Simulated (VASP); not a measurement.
# SnO2 (Imma) in VASP: notebook

SnO2 is run at these levels: PBE, r2SCAN; tasks: electric field gradients.

All numbers are computed with VASP 6.6.1; they aren't measurements. Logs are shortened: lines on timing, memory, paths and dates and some standing lists are left out, and cuts for length are marked.

## Step 1: The cell of the first run

Symmetry: Imma, No. 74, orthorhombic system. The conventional cell has a = 6.498 Å, b = 6.829 Å, c = 6.828 Å, α = 90.00°, β = 90.00°, γ = 90.00°. Within 2.8 Å of Sn (site symmetry mm2) lie 6 O at 2.09 to 2.10 Å. Sn (site symmetry 2/m) has 6 O at 2.09 Å within 2.8 Å. O (site symmetry m) has 3 Sn at 2.09 to 2.10 Å and 1 O at 2.64 Å within 2.8 Å. Within 2.8 Å of O (site symmetry m) lie 3 Sn at 2.09 Å and 1 O at 2.64 Å.

## Step 2: Electric field gradients, PBE

INCAR

```
SYSTEM = SnO2
PREC     = Accurate       ! precision mode
ENCUT    = 520            ! plane-wave cutoff, eV
EDIFF    = 1E-8           ! SCF threshold, eV
ISMEAR   = -1             ! smearing method
SIGMA    = 0.02           ! smearing width, eV
LREAL    = .FALSE.        ! projectors in reciprocal space
LASPH    = .TRUE.         ! aspherical terms in the spheres
NELM     = 100            ! most SCF steps
ALGO     = Normal         ! electronic algorithm
ISIF     = 2              ! what is computed and relaxed
LWAVE    = .FALSE.        ! write WAVECAR
LCHARG   = .FALSE.        ! write CHGCAR
GGA      = PE             ! functional
LEFG     = .TRUE.       
NBANDS   = 64             ! bands
```

KPOINTS

```
regular mesh
0
G
  5 5 5
  0 0 0
```

POSCAR

```
SnO2
1.0
   -3.2488970000      3.4144700000      3.4140210000
    3.2488970000     -3.4144700000      3.4140210000
    3.2488970000      3.4144700000     -3.4140210000
Sn O
4 8
Direct
    0.9964010000      0.2464010000      0.7500000000
    0.0035990000      0.7535990000      0.2500000000
    0.5000000000      0.5000000000      0.5000000000
    0.5000000000      0.0000000000      0.0000000000
    0.1935040000      0.1962260000      0.5027220000
    0.6975650000      0.7540600000      0.9435050000
    0.1935040000      0.6907820000      0.9972780000
    0.3105550000      0.7540600000      0.5564950000
    0.6894450000      0.2459400000      0.4435050000
    0.3024350000      0.2459400000      0.0564950000
    0.8064960000      0.3092180000      0.0027220000
    0.8064960000      0.8037740000      0.4972780000
```

Potentials or basis: VASP PAW PBE potentials, release 64 (Sn_d, O).

On the command line:

```
cat potpaw_PBE.64/Sn_d/POTCAR potpaw_PBE.64/O/POTCAR > POTCAR
mpirun -np 1 vasp_std > vasp.out
```

OUTCAR:

```text
SYSTEM = SnO2
   PREC = Accurate
   ENCUT = 520
   EDIFF = 1E-8
   ISMEAR = -1
   LREAL = .FALSE.
   LASPH = .TRUE.
   NELM = 100
   ISIF = 2
   GGA = PE

 ion  position               nearest neighbor table
   1  0.996  0.246  0.750-  11 2.09  12 2.09   9 2.09  10 2.09   5 2.10   7 2.10   2 3.25   2 3.25

   2  0.004  0.754  0.250-   7 2.09   5 2.09   8 2.09   6 2.09  12 2.10  11 2.10   1 3.25   1 3.25

   3  0.500  0.500  0.500-   5 2.09  12 2.09   9 2.09   8 2.09  10 2.09   6 2.09   4 3.25   4 3.25

   4  0.500  0.000  0.000-   7 2.09  11 2.09  10 2.09   6 2.09   8 2.09   9 2.09   3 3.25   3 3.25

   5  0.194  0.196  0.503-   2 2.09   3 2.09   1 2.10
   6  0.698  0.754  0.944-   2 2.09   4 2.09   3 2.09
   7  0.194  0.691  0.997-   2 2.09   4 2.09   1 2.10
   8  0.311  0.754  0.556-   2 2.09   3 2.09   4 2.09
   9  0.689  0.246  0.444-   1 2.09   3 2.09   4 2.09
  10  0.302  0.246  0.056-   1 2.09   4 2.09   3 2.09
  11  0.806  0.309  0.003-   1 2.09   4 2.09   2 2.10
  12  0.806  0.804  0.497-   1 2.09   3 2.09   2 2.10

  LATTYP: Found a body centered orthorhombic cell.
 ALAT       =     6.4977940000
 B/A-ratio  =     1.0508246337
 C/A-ratio  =     1.0509628345

  Lattice vectors:

 A1 = (  -3.2488970000,  -3.4144700000,   3.4140210000)
 A2 = (   3.2488970000,  -3.4144700000,  -3.4140210000)
 A3 = (   3.2488970000,   3.4144700000,   3.4140210000)

Analysis of symmetry for initial positions (statically):
=====================================================================
 Subroutine PRICEL returns:
 Original cell was already a primitive cell.

 Routine SETGRP: Setting up the symmetry group for a
 body centered orthorhombic supercell.

 Subroutine GETGRP returns: Found  8 space group operations
 (whereof  4 operations were pure point group operations)
 out of a pool of  8 trial point group operations.

The static configuration has the point symmetry C_2h.
 The point group associated with its full space group is D_2h.

Analysis of symmetry for dynamics (positions and initial velocities):
=====================================================================
 Subroutine PRICEL returns:
 Original cell was already a primitive cell.

 Routine SETGRP: Setting up the symmetry group for a
 body centered orthorhombic supercell.

 Subroutine GETGRP returns: Found  8 space group operations
 (whereof  4 operations were pure point group operations)
 out of a pool of  8 trial point group operations.

The dynamic configuration has the point symmetry C_2h.
 The point group associated with its full space group is D_2h.

 Subroutine INISYM returns: Found  8 space group operations
 (whereof  4 operations are pure point group operations),
 and found     1 'primitive' translations

----------------------------------------------------------------------------------------

                                     Primitive cell

  volume of cell :     151.4905

  direct lattice vectors                    reciprocal lattice vectors
    -3.248897000  3.414470000  3.414021000     0.000000000  0.146435611  0.146454869
     3.248897000 -3.414470000  3.414021000     0.153898385  0.000000000  0.146454869
     3.248897000  3.414470000 -3.414021000     0.153898385  0.146435611  0.000000000

  length of vectors
     5.819748834  5.819748834  5.819748834     0.207104845  0.212447032  0.212433756

  position of ions in fractional coordinates (direct lattice)
     0.996401000  0.246401000  0.750000000
     0.003599000  0.753599000  0.250000000
     0.500000000  0.500000000  0.500000000
     0.500000000  0.000000000  0.000000000
     0.193504000  0.196226000  0.502722000
     0.697565000  0.754060000  0.943505000
     0.193504000  0.690782000  0.997278000
     0.310555000  0.754060000  0.556495000
     0.689445000  0.245940000  0.443505000
     0.302435000  0.245940000  0.056495000
     0.806496000  0.309218000  0.002722000
     0.806496000  0.803774000  0.497278000

  ion indices of the primitive-cell ions
   primitive index   ion index
                 1           1
                 2           2
                 3           3
                 4           4
                 5           5
                 6           6
                 7           7
                 8           8
                 9           9
                10          10
                11          11
                12          12

----------------------------------------------------------------------------------------

[... 75 lines left out ...]
   ISIF   =      2    stress and relaxation
   ISYM   =      2    0-nonsym 1-usesym 2-fastsym
   POTIM  = 0.5000    time-step for ionic-motion
   TEBEG  =    0.0;   TEEND  =   0.0 temperature during run
   PSTRESS=    0.0 pullay stress
   NELECT =     104.0000    total number of electrons
   NUPDOWN=      -1.0000    fix difference up-down
   EMIN   =  10.00;   EMAX   =-10.00  energy-range for DOS
   EFERMI =   0.00;   METHOD = LEGACY
   ISMEAR =    -1;   SIGMA  =   0.02  broadening in eV -4-tet -1-fermi 0-gaus
   EFERMI_NEDOS =   21; number of points for ismear=-14 and -15
   IALGO  =     38    algorithm
   IMIX   =      4    mixing-type and parameters
     AMIX     =   0.40;   BMIX     =  1.00
     AMIX_MAG =   1.60;   BMIX_MAG =  1.00
  volume/ion in A,a.u.               =      12.62        85.19
  Fermi-wavevector in a.u.,A,eV,Ry     =   1.444189  2.729122 28.377438  2.085683
  Thomas-Fermi vector in A             =   2.562512
   LORBIT       =      0    0 simple, 1 ext, 2 COOP (PROOUT), +10 PAW based schemes
   GGA     = PE    functional components
   LHFCALC =     F    Hartree Fock is set to
   AEXX    =    0.0000 exact exchange contribution
   IVDW    =     0    specifies the selected vdW correction
   LEPSILON=     F    determine dielectric tensor
   LRPA    =     F    only Hartree local field effects (RPA)
 non-spin polarized calculation
  energy-cutoff  :      520.00
  volume of cell :      151.49
 maximum number of plane-waves:      4098
 NGX is ok and might be reduce to    48
   NGX = 21   NGY = 21   NGZ = 21

 number of electron     104.0000018 magnetization

 Free energy of the ion-electron system (eV)
  ---------------------------------------------------
  ext. energy  EPLUGINS =         0.00000000
  ---------------------------------------------------
  free energy    TOTEN  =       -74.61911453 eV

  energy without entropy =      -74.61911452  energy(sigma->0) =      -74.61911452

 E-fermi :   5.7970     XC(G=0): -10.9583

 val. band max:        5.4894046176   @ k =   0.0000   0.0000   0.0000
 cond. band min:       6.1046453298   @ k =   0.0000   0.0000   0.0000
 fundamental gap:      0.6152407123
 Fermi energy:         5.7970041587

 k-point     1 :       0.0000    0.0000    0.0000
  band No.  band energies     occupation
      1     -15.5391      2.00000
      2     -15.3296      2.00000
      3     -15.3290      2.00000
      4     -14.9288      2.00000
      5     -14.9285      2.00000
      6     -14.8789      2.00000
[... 1597 lines left out ...]
     63      15.9960      0.00000
     64      16.2264      0.00000

 [... further k-points ...]

------------------------ aborting loop because EDIFF is reached ----------------------------------------

  FORCE on cell =-STRESS in cart. coord.  units (eV):
  Direction    XX          YY          ZZ          XY          YZ          ZX
  --------------------------------------------------------------------------------------
  -------------------------------------------------------------------------------------
  Total       -0.5653068     -0.0619952     -0.0353950      0.0000000      0.0000000      0.0000000
  in kB       -5.9787364     -0.6556667     -0.3743411      0.0000000      0.0000000      0.0000000
  external PRESSURE =      -2.3362481 kB  Pullay stress =       0.0000000 kB

 VOLUME and BASIS-vectors are now :
 -----------------------------------------------------------------------------
  energy-cutoff  :      520.00
  volume of cell :      151.49
      direct lattice vectors                 reciprocal lattice vectors
    -3.248897000  3.414470000  3.414021000     0.000000000  0.146435611  0.146454869
     3.248897000 -3.414470000  3.414021000     0.153898385  0.000000000  0.146454869
     3.248897000  3.414470000 -3.414021000     0.153898385  0.146435611  0.000000000

 POSITION                                       TOTAL-FORCE (eV/Angst)
 -----------------------------------------------------------------------------------
      0.00000      5.12171      1.68244        -0.000000      0.000000      0.058495
      3.24890     -1.70723      1.73158        -0.000000     -0.000000     -0.058495
      1.62445      1.70724      1.70701        -0.000000     -0.000000     -0.000000
     -1.62445      1.70724      1.70701        -0.000000     -0.000000     -0.000000
      1.64214      1.70723     -0.38576        -0.031534      0.000000     -0.015842
      3.24890      3.02867      1.73473        -0.000000     -0.016639     -0.031554
      4.85566      1.70723     -0.38576         0.031534      0.000000     -0.015842
      3.24890      0.38580      1.73473        -0.000000      0.016639     -0.031554
      0.00000      3.02867      1.67929        -0.000000     -0.016639      0.031554
     -0.00000      0.38580      1.67929        -0.000000      0.016639      0.031554
     -1.60676      1.70723      3.79978        -0.031534     -0.000000      0.015842
      1.60676      1.70724      3.79978         0.031534     -0.000000      0.015842
 -----------------------------------------------------------------------------------
    total drift:                                0.000000      0.000000     -0.000000

  FREE ENERGIE OF THE ION-ELECTRON SYSTEM (eV)
  ---------------------------------------------------
  free  energy   TOTEN  =       -74.6191145256 eV

  energy  without entropy=      -74.6191145234  energy(sigma->0) =      -74.61911452

 Electric field gradients (V/A^2)
---------------------------------------------------------------------
 ion       V_xx      V_yy      V_zz      V_xy      V_xz      V_yz
---------------------------------------------------------------------
   1     -51.633     3.332    48.301     0.001     0.001     0.001
   2     -51.633     3.332    48.301     0.001     0.001     0.001
   3     -51.279    48.222     3.057     0.000    -2.710     0.000
   4     -51.279    48.222     3.057     0.000     2.710     0.000
   5      49.681  -113.628    63.948     0.001     0.147     0.001
   6      49.628    63.916  -113.544     0.001     0.001     2.048
   7      49.681  -113.628    63.948     0.001    -0.146     0.001
   8      49.628    63.916  -113.544     0.001     0.001    -2.045
   9      49.628    63.916  -113.544     0.001     0.001    -2.045
  10      49.628    63.916  -113.544     0.001     0.001     2.048
  11      49.681  -113.628    63.948     0.001    -0.146     0.001
  12      49.681  -113.628    63.948     0.001     0.147     0.001
---------------------------------------------------------------------

 Electric field gradients after diagonalization (V/A^2)
 (convention: |V_zz| > |V_xx| > |V_yy|)
----------------------------------------------------------------------
 ion       V_xx      V_yy      V_zz     asymmetry (V_yy - V_xx)/ V_zz
----------------------------------------------------------------------
   1      48.301     3.332   -51.633       0.871
   2      48.301     3.332   -51.633       0.871
   3      48.222     3.192   -51.414       0.876
   4      48.222     3.192   -51.414       0.876
   5      63.949    49.679  -113.628       0.126
   6      63.939    49.628  -113.567       0.126
   7      63.949    49.679  -113.628       0.126
   8      63.940    49.628  -113.567       0.126
   9      63.940    49.628  -113.567       0.126
  10      63.939    49.628  -113.567       0.126
  11      63.949    49.679  -113.628       0.126
  12      63.949    49.679  -113.628       0.126
----------------------------------------------------------------------

           NMR quadrupolar parameters

 Cq : quadrupolar parameter    Cq=e*Q*V_zz/h
 eta: asymmetry parameters     (V_yy - V_xx)/ V_zz
 Q  : nuclear electric quadrupole moment in mb (millibarn)
----------------------------------------------------------------------
 ion       Cq(MHz)       eta       Q (mb)
----------------------------------------------------------------------
   1      -0.125       0.871       1.000
   2      -0.125       0.871       1.000
   3      -0.124       0.876       1.000
   4      -0.124       0.876       1.000
   5      -0.275       0.126       1.000
   6      -0.275       0.126       1.000
   7      -0.275       0.126       1.000
   8      -0.275       0.126       1.000
   9      -0.275       0.126       1.000
  10      -0.275       0.126       1.000
  11      -0.275       0.126       1.000
  12      -0.275       0.126       1.000
----------------------------------------------------------------------
```

Wall time 5.4 min (1 thread of Intel Xeon Platinum 8488C (Sapphire Rapids), shared host); peak memory 0.41 GiB.

What came out:

```yaml
Free_energy: -74.6191 eV
Pressure: -0.2 GPa
Largest_force: 0.058 eV/Å
Band_gap_on_the_k_mesh: 0.62 eV
```

Forces in eV/Å, atoms in the order of the input:
```
Sn   0.000  0.000  0.058
Sn   0.000  0.000 -0.058
Sn   0.000  0.000  0.000
Sn   0.000  0.000  0.000
O   -0.032  0.000 -0.016
O    0.000 -0.017 -0.032
O    0.032  0.000 -0.016
O    0.000  0.017 -0.032
O    0.000 -0.017  0.032
O    0.000  0.017  0.032
O   -0.032  0.000  0.016
O    0.032  0.000  0.016
```

Stress tensor (GPa, compression positive):
```
-0.60  0.00  0.00
 0.00 -0.07  0.00
 0.00  0.00 -0.04
```

Electric field gradients, principal values (V/Å²):
```csv
atom,least,middle,greatest (by size)
1 Sn,3.332,48.301,-51.633
2 Sn,3.332,48.301,-51.633
3 Sn,3.192,48.222,-51.414
4 Sn,3.192,48.222,-51.414
5 O,49.679,63.949,-113.628
6 O,49.628,63.939,-113.567
7 O,49.679,63.949,-113.628
8 O,49.628,63.940,-113.567
9 O,49.628,63.940,-113.567
10 O,49.628,63.939,-113.567
11 O,49.679,63.949,-113.628
12 O,49.679,63.949,-113.628
```

Caveat: without QUAD_EFG the Cq values of the log hold for a quadrupole moment of 1 mb, not for the nuclei; spin-orbit coupling is left out, which moves the levels of the heavy elements. A hybrid or GW would open this gap; PBE tends to underestimate it.

(Continued in part 2 of 2.)
